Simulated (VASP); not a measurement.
Runs of VASP 6.6.1 on AlCl. Symmetry: Fm-3m, No. 225, cubic system. The conventional cell has a = 5.697 Å, b = 5.697 Å, c = 5.697 Å, α = 90.00°, β = 90.00°, γ = 90.00°. Al (site symmetry m-3m) has 6 Cl at 2.85 Å within 3.8 Å. Cl (site symmetry m-3m) has 6 Al at 2.85 Å within 3.8 Å. 

| task | k mesh | cutoff (eV) | smearing | gap on the mesh (eV) | pressure (GPa) |
| --- | --- | --- | --- | --- | --- |
| dielectric tensor | 8 × 8 × 8 | 400 | gaussian 0.01 eV | 0.53 | - |
| single point | 8 × 8 × 8 | 500 | gaussian 0.01 eV | 0.53 | 5.7 |
| electric field gradients | 8 × 8 × 8 | 400 | fermi-dirac 0.05 eV | 0.53 | 5.7 |
| single point | 5 × 5 × 5 | 500 | fermi-dirac 0.03 eV | 1.59 | (a) |

Alike in all rows: level PBE; potentials or basis VASP PAW PBE potentials, release 64 (Al, Cl); no spin polarisation; cell as given.

Question: Estimate the missing entries.

Answer: (a) 5.3.

Caveats: the cell stands under pressure (at least some runs); the gap is small at this level, which inflates the dielectric constant (at least some runs); an odd mesh through Γ misses points on the zone boundary, where band edges can lie (at least some runs).
